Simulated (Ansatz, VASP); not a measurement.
Two plane-wave programs on Ti2Al6H

File INCAR:

```
SYSTEM = Ti2Al6H
PREC = Accurate
ENCUT = 520
EDIFF = 1E-7
ISMEAR = 0
SIGMA = 0.1
LREAL = .FALSE.
LASPH = .TRUE.
NELM = 100
ALGO = Normal
ISIF = 2
LWAVE = .FALSE.
LCHARG = .FALSE.
LDIPOL = .TRUE.
IDIPOL = 3
DIPOL = 0.5 0.5 0.311
GGA = PE
IVDW = 12
NBANDS = 32
```

File KPOINTS:

```
Automatic mesh
0
G
  6 6 1
  0 0 0
```

File POSCAR:

```
Ti2Al6H
1.0
    5.0241861190      0.0000000000      0.0000000000
    2.1588814530      4.5367033218      0.0000000000
    0.0000000000      0.0000000000     21.2187109014
Al Ti H
6 2 1
Direct
    0.5000000000      0.0000000000      0.1885128658
    0.0000000000      0.5000000000      0.1885128658
    0.0000000000      0.0000000000      0.2517328341
    0.0000000000      0.5000000000      0.3193548961
    0.5000000000      0.0000000000      0.3193548961
    0.5000000000      0.5000000000      0.3826203646
    0.5000000000      0.5000000000      0.2517328341
    0.0000000000      0.0000000000      0.3797002555
    0.5000000000      1.0000000000      0.5145793706
```

Input for Ansatz:

```yaml
crystal:
  lattice:
    - [5.024186119, 0.0, 0.0]
    - [2.158881453, 4.5367033218, 0.0]
    - [0.0, 0.0, 21.2187109014]
  atoms:
    - { symbol: Al, position: [0.5, 0.0, 0.1885128658] }
    - { symbol: Al, position: [0.0, 0.5, 0.1885128658] }
    - { symbol: Ti, position: [0.5, 0.5, 0.2517328341] }
    - { symbol: Al, position: [0.0, 0.0, 0.2517328341] }
    - { symbol: Al, position: [0.0, 0.5, 0.3193548961] }
    - { symbol: Al, position: [0.5, 0.0, 0.3193548961] }
    - { symbol: Ti, position: [0.0, 0.0, 0.3797002555] }
    - { symbol: Al, position: [0.5, 0.5, 0.3826203646] }
    - { symbol: H, position: [0.5, 1.0, 0.5145793706] }
basis:
  ecutwfc: 420
kpoints:
  mp_grid: { grid: [6, 6, 1] }
hamiltonian:
  xc: pbe
  pseudopotentials: { kind: paw, azcp: { folder: soft_1 } }
  dispersion: d3bj
scf:
  occupations: { method: gaussian, width: 0.1 }
output:
  forces: true
  eigenvalues: true
efield:
  axis: 3
  dipole_correction: true
  ramp_width: 0.04
```

Alike in both runs: task single point; functional PBE; dispersion D3(BJ); k mesh 6 × 6 × 1; occupations gaussian, width 0.1 eV; no spin polarisation.

|  | VASP | Ansatz |
| --- | --- | --- |
| version | VASP 6.6.1 | Ansatz 0.2.0 |
| potentials or method | VASP PAW PBE potentials, release 64 (Al, Ti_sv, H), cutoff 520 eV | scalar-relativistic, plane waves, PAW |
| valence electrons in the cell | 43 | 43 |

```tsv
	VASP	Ansatz	Ansatz less VASP
gap on the k mesh at the Fermi level (eV)	none	none	-
rms of the force components (eV/Å)	0.299	0.299	-0.0002
```

A gap of «none» marks a metal or a gap that the smearing closes.
